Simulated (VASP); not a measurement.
# N in VASP: notebook

Runs on N. Level: r2SCAN. Tasks: single point.

All numbers are computed with VASP 6.6.1; they aren't measurements. Logs are shortened: lines on timing, memory, paths and dates and some standing lists are left out, and cuts for length are marked.

## Step 1: The cell of the first run

It takes space group Cm (No. 8, monoclinic). Conventional cell: a = 5.776 Å, b = 5.776 Å, c = 5.346 Å, α = 90.00°, β = 90.00°, γ = 90.00°. Within 1.5 Å of N (site symmetry 1) lie 1 N at 1.11 Å. Within 1.5 Å of N (site symmetry m) lie 1 N at 1.11 Å. Within 1.5 Å of N (site symmetry m) lie 1 N at 1.11 Å.

## Step 2: Single point, r2SCAN

Contents of POSCAR:

```
N
1.0
    4.0840620000      0.0000000000      0.0000000000
    0.0000000000      4.0840620000      0.0000000000
    0.0000000000      0.0000000000      5.3459130000
N
4
Direct
    0.9042750000      0.9042750000      0.0000000000
    0.5957250000      0.4042750000      0.5000000000
    0.0957250000      0.0957250000      0.0000000000
    0.4042750000      0.5957250000      0.5200000000
```

Contents of INCAR.step1:

```
  ALGO = Normal
  EDIFF = 1E-5
  ENCUT = 1460
  GGA = PE
  GGA_COMPAT = F
  ISMEAR = 0
  LASPH = T
  LCHARG = F
  LREAL = F
  LWAVE = T
  NBANDS = 18
  NELM = 120
  PREC = Accurate
  SIGMA = 0.01
```

Contents of INCAR.step2:

```
  ALGO = Normal
  EDIFF = 1E-6
  ENCUT = 1460
  GGA_COMPAT = F
  ISIF = 2
  ISMEAR = 0
  ISTART = 1
  LASPH = T
  LCHARG = F
  LMIXTAU = T
  LREAL = F
  LWAVE = F
  METAGGA = R2SCAN
  NBANDS = 18
  NELM = 120
  PREC = Accurate
  SIGMA = 0.01
```

Contents of KPOINTS:

```
k-points
0
Gamma
  3 3 2
```

Potentials or basis: VASP PAW PBE potentials, release 64 (N_h).

Command:

```
cat potpaw_PBE.64/N_h/POTCAR > POTCAR
cp INCAR.step1 INCAR
mpirun -np 1 vasp_std > vasp.out
cp INCAR.step2 INCAR
mpirun -np 1 vasp_std > vasp.out
```

OUTCAR:

```text
EDIFF = 1E-6
   ENCUT = 1460
   ISIF = 2
   ISMEAR = 0
   ISTART = 1
   LASPH = T
   LREAL = F
   METAGGA = R2SCAN
   NELM = 120
   PREC = Accurate

 ion  position               nearest neighbor table
   1  0.904  0.904  0.000-   3 1.11
   2  0.596  0.404  0.500-   4 1.11
   3  0.096  0.096  0.000-   1 1.11
   4  0.404  0.596  0.520-   2 1.11

  LATTYP: Found a simple tetragonal cell.
 ALAT       =     4.0840620000
 C/A-ratio  =     1.3089695994

  Lattice vectors:

 A1 = (   4.0840620000,   0.0000000000,   0.0000000000)
 A2 = (   0.0000000000,   4.0840620000,   0.0000000000)
 A3 = (   0.0000000000,   0.0000000000,   5.3459130000)

Analysis of symmetry for initial positions (statically):
=====================================================================
 Subroutine PRICEL returns:
 Original cell was already a primitive cell.

 Routine SETGRP: Setting up the symmetry group for a
 simple tetragonal supercell.

 Subroutine GETGRP returns: Found  2 space group operations
 (whereof  2 operations were pure point group operations)
 out of a pool of 16 trial point group operations.

The static configuration has the point symmetry C_1h.

Analysis of symmetry for dynamics (positions and initial velocities):
=====================================================================
 Subroutine PRICEL returns:
 Original cell was already a primitive cell.

 Routine SETGRP: Setting up the symmetry group for a
 simple tetragonal supercell.

 Subroutine GETGRP returns: Found  2 space group operations
 (whereof  2 operations were pure point group operations)
 out of a pool of 16 trial point group operations.

The dynamic configuration has the point symmetry C_1h.

 Subroutine INISYM returns: Found  2 space group operations
 (whereof  2 operations are pure point group operations),
 and found     1 'primitive' translations

----------------------------------------------------------------------------------------

                                     Primitive cell

  volume of cell :      89.1675

  direct lattice vectors                    reciprocal lattice vectors
     4.084062000  0.000000000  0.000000000     0.244854265  0.000000000  0.000000000
[... 70 lines left out ...]
   LASPH  =      T    aspherical Exc in radial PAW
   ENCUT  = 1460.0 eV 107.31 Ry   10.36 a.u.  12.72 12.72 16.66*2*pi/ulx,y,z
   NELM   =    120;   NELMIN=  2; NELMDL=  0     # of ELM steps
   EDIFF  = 0.1E-05   stopping-criterion for ELM
   LREAL  =      F    real-space projection
   EDIFFG = 0.1E-04   stopping-criterion for IOM
   NSW    =      0    number of steps for IOM
   IBRION =     -1    ionic relax: 0-MD 1-quasi-New 2-CG
   NFREE  =      0    steps in history (QN), initial steepest desc. (CG)
   ISIF   =      2    stress and relaxation
   ISYM   =      2    0-nonsym 1-usesym 2-fastsym
   POTIM  = 0.5000    time-step for ionic-motion
   TEBEG  =    0.0;   TEEND  =   0.0 temperature during run
   PSTRESS=    0.0 pullay stress
   NELECT =      20.0000    total number of electrons
   NUPDOWN=      -1.0000    fix difference up-down
   EMIN   =  10.00;   EMAX   =-10.00  energy-range for DOS
   EFERMI =   0.00;   METHOD = LEGACY
   ISMEAR =     0;   SIGMA  =   0.01  broadening in eV -4-tet -1-fermi 0-gaus
   EFERMI_NEDOS =   21; number of points for ismear=-14 and -15
   IALGO  =     38    algorithm
   IMIX   =      4    mixing-type and parameters
     AMIX     =   0.40;   BMIX     =  1.00
     AMIX_MAG =   1.60;   BMIX_MAG =  1.00
  volume/ion in A,a.u.               =      22.29       150.43
  Fermi-wavevector in a.u.,A,eV,Ry     =   0.994678  1.879669 13.461399  0.989385
  Thomas-Fermi vector in A             =   2.126646
   LORBIT       =      0    0 simple, 1 ext, 2 COOP (PROOUT), +10 PAW based schemes
   METAGGA = R2SCAN    functional components
   LHFCALC =     F    Hartree Fock is set to
   AEXX    =    0.0000 exact exchange contribution
   IVDW    =     0    specifies the selected vdW correction
   LEPSILON=     F    determine dielectric tensor
   LRPA    =     F    only Hartree local field effects (RPA)
 non-spin polarized calculation
 Gauss-broadening in eV      SIGMA  =   0.01
  energy-cutoff  :     1460.00
  volume of cell :       89.17
 maximum number of plane-waves:     11328
 NGX is ok and might be reduce to    54
   NGX = 25   NGY = 25   NGZ = 33

 number of electron      20.0000000 magnetization

 Free energy of the ion-electron system (eV)
  ---------------------------------------------------
  ext. energy  EPLUGINS =         0.00000000
  ---------------------------------------------------
  free energy    TOTEN  =       -36.87899643 eV

  energy without entropy =      -36.87899643  energy(sigma->0) =      -36.87899643

 E-fermi :  -6.6048     XC(G=0):  -6.6543

 val. band max:       -6.7458988842   @ k =  -0.3333   0.3333   0.0000
 cond. band min:       0.8869210558   @ k =   0.0000   0.0000   0.0000
 fundamental gap:      7.6328199399
 Fermi energy:        -6.6048133797

 k-point     1 :       0.0000    0.0000    0.0000
  band No.  band energies     occupation
      1     -25.7564      2.00000
      2     -25.6559      2.00000
      3     -10.4388      2.00000
      4     -10.3922      2.00000
      5      -8.4885      2.00000
      6      -7.9255      2.00000
[... 145 lines left out ...]
      5      -8.4235      2.00000
      6      -8.2027      2.00000
[... 10 lines left out ...]
     17       9.1438      0.00000
     18       9.7654      0.00000

------------------------ aborting loop because EDIFF is reached ----------------------------------------

  FORCE on cell =-STRESS in cart. coord.  units (eV):
  Direction    XX          YY          ZZ          XY          YZ          ZX
  --------------------------------------------------------------------------------------
  -------------------------------------------------------------------------------------
  Total       -2.4382254     -2.4382254     -0.0408581      0.3808712     -0.1778936      0.1778895
  in kB      -43.8104678    -43.8104678     -0.7341462      6.8435610     -3.1964237      3.1963505
  external PRESSURE =     -29.4516939 kB  Pullay stress =       0.0000000 kB

 VOLUME and BASIS-vectors are now :
 -----------------------------------------------------------------------------
  energy-cutoff  :     1460.00
  volume of cell :       89.17
      direct lattice vectors                 reciprocal lattice vectors
     4.084062000  0.000000000  0.000000000     0.244854265  0.000000000  0.000000000
     0.000000000  4.084062000  0.000000000     0.000000000  0.244854265  0.000000000
     0.000000000  0.000000000  5.345913000     0.000000000  0.000000000  0.187058787

 POSITION                                       TOTAL-FORCE (eV/Angst)
 -----------------------------------------------------------------------------------
      3.69312      3.69312      0.00000         1.314784      1.315910      0.008128
      2.43298      1.65108      2.67296        -1.802650      1.802650      0.245126
      0.39095      0.39095      0.00000        -1.315910     -1.314784      0.008128
      1.65108      2.43298      2.77987         1.803776     -1.803776     -0.261382
 -----------------------------------------------------------------------------------
    total drift:                                0.000043     -0.000043      0.000116

  FREE ENERGIE OF THE ION-ELECTRON SYSTEM (eV)
  ---------------------------------------------------
  free  energy   TOTEN  =       -36.8789964321 eV

  energy  without entropy=      -36.8789964321  energy(sigma->0) =      -36.87899643
```

Run time: 3 min. Hardware: 1 thread of Intel Xeon Platinum 8488C (Sapphire Rapids), shared host; peak memory 0.48 GiB.

What came out:

* Free energy: -36.8790 eV
* Pressure: -2.9 GPa
* Largest force: 2.564 eV/Å
* Band gap on the k mesh: 7.63 eV (least direct gap 7.78 eV)

Forces in eV/Å, atoms in the order of the input:
```
N    1.315  1.316  0.008
N   -1.803  1.803  0.245
N   -1.316 -1.315  0.008
N    1.804 -1.804 -0.261
```

Levels at points of the mesh, in eV from the valence-band top:
```
           k point  band 6  band 7  band 8  band 9  band 10  band 11  band 12  band 13  band 14  band 15
(0.00, 0.00, 0.00)   -1.18   -1.14   -1.06   -0.90    -0.14     7.63     8.54     8.86     8.95    12.16
(0.00, 0.00, 0.50)   -1.56   -1.19   -1.15   -0.36    -0.31     8.02     8.11     8.85     8.94    12.99
```

Caveat: the k points lie up to 0.59 Å⁻¹ apart; the PAW data sets were made with another functional, which shifts forces and pressure a little. A k mesh can miss the band edges.

## Step 3: Single point, r2SCAN

Edit POSCAR of step 2 so:

```diff
@@ -11,2 +11,2 @@
     0.0957250000      0.0957250000      0.0000000000
-    0.4042750000      0.5957250000      0.5200000000
+    0.4042750000      0.5957250000      0.5150000000
```

Contents of INCAR.step1:

```
ALGO     = Normal         # electronic algorithm
EDIFF    = 1E-5           # SCF threshold, eV
ENCUT    = 1460           # plane-wave cutoff, eV
GGA      = PE             # functional
GGA_COMPAT= F            
ISMEAR   = 0              # smearing method
LASPH    = T              # aspherical terms in the spheres
LCHARG   = F              # write CHGCAR
LREAL    = F              # projectors in reciprocal space
LWAVE    = T              # write WAVECAR
NBANDS   = 18             # bands
NELM     = 120            # most SCF steps
PREC     = Accurate       # precision mode
SIGMA    = 0.01           # smearing width, eV
```

Contents of INCAR.step2:

```
ALGO     = Normal         # electronic algorithm
EDIFF    = 1E-6           # SCF threshold, eV
ENCUT    = 1460           # plane-wave cutoff, eV
GGA_COMPAT= F            
ISIF     = 2              # what is computed and relaxed
ISMEAR   = 0              # smearing method
ISTART   = 1            
LASPH    = T              # aspherical terms in the spheres
LCHARG   = T              # write CHGCAR
LELF     = T              # ELF
LMIXTAU  = T            
LREAL    = F              # projectors in reciprocal space
LVHAR    = T            
LWAVE    = F              # write WAVECAR
METAGGA  = R2SCAN         # meta-GGA
NBANDS   = 18             # bands
NELM     = 120            # most SCF steps
PREC     = Accurate       # precision mode
SIGMA    = 0.01           # smearing width, eV
```

KPOINTS is that of step 2.

Potentials or basis: VASP PAW PBE potentials, release 64 (N_h).

Command:

```
cat potpaw_PBE.64/N_h/POTCAR > POTCAR
cp INCAR.step1 INCAR
mpirun -np 1 vasp_std > vasp.out
cp INCAR.step2 INCAR
mpirun -np 1 vasp_std > vasp.out
```

Run time: 7.2 min. Hardware: 1 thread of AMD EPYC 7R43 (Zen 3), shared host; peak memory 0.45 GiB.

Results (log left out):

* Free energy: -36.8848 eV
* Pressure: -2.7 GPa
* Largest force: 2.260 eV/Å
* Band gap on the k mesh: 7.65 eV (least direct gap 7.79 eV)

Forces in eV/Å, atoms in the order of the input:
```
N    1.315  1.316  0.006
N   -1.592  1.592  0.162
N   -1.316 -1.315  0.006
N    1.593 -1.593 -0.174
```

Stress tensor (GPa, compression positive):
```
-4.09  0.39  0.21
 0.39 -4.09 -0.21
 0.21 -0.21 -0.06
```

Levels at points of the mesh, in eV from the valence-band top:
```
           k point  band 6  band 7  band 8  band 9  band 10  band 11  band 12  band 13  band 14  band 15
(0.00, 0.00, 0.00)   -1.18   -1.16   -1.07   -0.90    -0.14     7.65     8.56     8.90     8.95    12.16
(0.00, 0.00, 0.50)   -1.58   -1.19   -1.17   -0.36    -0.32     8.04     8.11     8.89     8.94    13.02
```

Caveat: the k points lie up to 0.59 Å⁻¹ apart; the PAW data sets were made with another functional, which shifts forces and pressure a little.

## Step 4: Single point, r2SCAN

Edit POSCAR of step 3 so:

```diff
@@ -11,2 +11,2 @@
     0.0957250000      0.0957250000      0.0000000000
-    0.4042750000      0.5957250000      0.5150000000
+    0.4042750000      0.5957250000      0.5000000000
```

Contents of INCAR.step1:

```
SYSTEM = N
PREC = Accurate ; ENCUT = 1460
ISMEAR = 0 ; SIGMA = 0.01
LREAL = .False. ; LASPH = .True.
NELM = 120 ; NBANDS = 18
GGA = PE ; ALGO = Normal
EDIFF = 1E-5 ; LWAVE = .True.
LCHARG = .False. ; GGA_COMPAT = .False.
```

Contents of INCAR.step2:

```
SYSTEM = N
PREC = Accurate ; ENCUT = 1460
EDIFF = 1E-6 ; ISMEAR = 0
SIGMA = 0.01 ; LREAL = .False.
LASPH = .True. ; NELM = 120
ALGO = Normal ; ISIF = 2
LWAVE = .False. ; LCHARG = .False.
METAGGA = R2SCAN ; LMIXTAU = .True.
NBANDS = 18 ; ISTART = 1
GGA_COMPAT = .False.
```

Contents of KPOINTS:

```
regular mesh
0
Gamma
  3 3 2
  0 0 0
```

Command:

```
cat potpaw_PBE.64/N_h/POTCAR > POTCAR
cp INCAR.step1 INCAR
mpirun -np 1 vasp_std > vasp.out
cp INCAR.step2 INCAR
mpirun -np 1 vasp_std > vasp.out
```

It took 3.8 min on 1 thread of Intel Xeon Platinum 8259CL at 2.50GHz (Skylake/Cascade Lake), shared host; peak memory 0.49 GiB.

Results (log left out):

```yaml
Free_energy: -36.8912 eV
Pressure: -2.5 GPa
Largest_force: 1.860 eV/Å
Band_gap_on_the_k_mesh: 7.66 eV (least direct gap 7.81 eV)
```

Forces on the atoms (eV/Å):
```
N    1.315  1.315  0.000
N   -1.315  1.315  0.000
N   -1.315 -1.315  0.000
N    1.315 -1.315  0.000
```

Stress tensor (GPa, compression positive):
```
-3.70  0.00  0.00
 0.00 -3.70  0.00
 0.00  0.00 -0.04
```

Levels at points of the mesh, in eV from the valence-band top:
| k point | band 7 | band 8 | band 9 | band 10 | band 11 | band 12 | band 13 | band 14 |
| --- | --- | --- | --- | --- | --- | --- | --- | --- |
| (0.00, 0.00, 0.00) | -1.18 | -1.08 | -0.90 | -0.15 | 7.66 | 8.57 | 8.95 | 8.95 |
| (0.00, 0.00, 0.50) | -1.19 | -1.19 | -0.34 | -0.34 | 8.09 | 8.09 | 8.94 | 8.94 |

Caveat: the k points lie up to 0.59 Å⁻¹ apart; the PAW data sets were made with another functional, which shifts forces and pressure a little.

## Step 5: Single point, r2SCAN

Edit POSCAR of step 4 so:

```diff
@@ -11,2 +11,2 @@
     0.0957250000      0.0957250000      0.0000000000
-    0.4042750000      0.5957250000      0.5000000000
+    0.4042750000      0.5957250000      0.5100000000
```

Contents of INCAR.step1:

```
SYSTEM = N
PREC = Accurate ; ENCUT = 1460
ISMEAR = 0 ; SIGMA = 0.01
LREAL = .FALSE. ; LASPH = .TRUE.
NELM = 120 ; NBANDS = 18
GGA = PE ; ALGO = Normal
EDIFF = 1E-5 ; LWAVE = .TRUE.
LCHARG = .FALSE. ; GGA_COMPAT = .FALSE.
```

Contents of INCAR.step2:

```
SYSTEM = N
PREC = Accurate ; ENCUT = 1460
EDIFF = 1E-6 ; ISMEAR = 0
SIGMA = 0.01 ; LREAL = .FALSE.
LASPH = .TRUE. ; NELM = 120
ALGO = Normal ; ISIF = 2
LWAVE = .FALSE. ; LCHARG = .FALSE.
METAGGA = R2SCAN ; LMIXTAU = .TRUE.
NBANDS = 18 ; ISTART = 1
GGA_COMPAT = .FALSE.
```

Contents of KPOINTS:

```
regular mesh
0
G
  3 3 2
  0 0 0
```

Command:

```
cat potpaw_PBE.64/N_h/POTCAR > POTCAR
cp INCAR.step1 INCAR
mpirun -np 1 vasp_std > vasp.out
cp INCAR.step2 INCAR
mpirun -np 1 vasp_std > vasp.out
```

It took 4.5 min on 1 thread of AMD EPYC 7R13 (Zen 3), shared host; peak memory 0.46 GiB.

Results (log left out):

```
Free energy            : -36.8885 eV
Pressure               : -2.6 GPa
Largest force          : 2.039 eV/Å
Band gap on the k mesh : 7.66 eV (least direct gap 7.80 eV)
```

Forces on the atoms (eV/Å):
```
N    1.315  1.315  0.004
N   -1.439  1.439  0.098
N   -1.315 -1.315  0.004
N    1.440 -1.440 -0.106
```

Stress tensor (GPa, compression positive):
```
-3.87  0.17  0.13
 0.17 -3.87 -0.13
 0.13 -0.13 -0.05
```

Levels at points of the mesh, in eV from the valence-band top:
```csv
k point,band 6,band 7,band 8,band 9,band 10,band 11,band 12,band 13,band 14,band 15
"(0.00, 0.00, 0.00)",-1.18,-1.17,-1.08,-0.90,-0.15,7.66,8.57,8.93,8.95,12.17
"(0.00, 0.00, 0.50)",-1.59,-1.19,-1.18,-0.35,-0.32,8.07,8.10,8.92,8.94,13.05
```

Caveat: the k points lie up to 0.59 Å⁻¹ apart; the PAW data sets were made with another functional, which shifts forces and pressure a little. A k mesh can miss the band edges.

## Step 6: Overview

```tsv
cell	gap on the mesh (eV)	pressure (GPa)	largest force (eV/Å)
as given, atomic positions A	7.63	-2.9	2.56
as given, atomic positions B	7.65	-2.7	2.26
as given, atomic positions C	7.66	-2.5	1.86
as given, atomic positions D	7.66	-2.6	2.04
```

Alike in all rows: task single point; level r2SCAN; potentials or basis VASP PAW PBE potentials, release 64 (N_h); no spin polarisation; k mesh 3 × 3 × 2; cutoff (eV) 1460; smearing gaussian 0.01 eV.

Caveats: all runs use coarse meshes; the PAW data sets were made with another functional, which shifts forces and pressure a little.

Total energies depend on the potentials used, so only differences within one code and one set of settings carry meaning.
